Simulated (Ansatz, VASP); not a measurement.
# One calculation of Ba16O, two programs

```
Ba O
1.0
    10.04000    0.00000    0.00000
     0.00000   10.04000    0.00000
     0.00000    0.00000   10.04000
Ba O
16 1
Direct
  0.99972 0.00378 0.99480
  0.49972 0.00294 0.96879
  0.99972 0.49124 0.00732
  0.99972 0.00379 0.50462
  0.25465 0.24586 0.24971
  0.49971 0.51508 0.01125
  0.49972 0.00296 0.53061
  0.74478 0.24587 0.24971
  0.99972 0.49123 0.49210
  0.24206 0.75834 0.24972
  0.28064 0.24660 0.74971
  0.49971 0.51507 0.48817
  0.75737 0.75834 0.24972
  0.71877 0.24661 0.74971
  0.23814 0.73458 0.74970
  0.76130 0.73457 0.74970
  0.49972 0.12472 0.74971
```

Alike in both runs: functional PBE; k mesh 2 × 2 × 2; occupations gaussian, width 0.1 eV; no spin polarisation.

Ansatz relaxed the structure, and its values are those at the end. VASP's run is a single point on that final structure, the one shown.

|  | VASP | Ansatz |
| --- | --- | --- |
| version | VASP 6.6.1 | Ansatz 0.2.0 |
| potentials or method | VASP PAW PBE potentials, release 64 (Ba_sv, O), cutoff 520 eV | scalar-relativistic, plane waves, PAW |
| valence electrons in the cell | 166 | 166 |

Ansatz gave:

```
rms of the force components (eV/Å) : 0.003
```

Task: Which values does VASP return?

Result: rms of the force components (eV/Å): 0.062.

Spin-orbit coupling is off throughout.
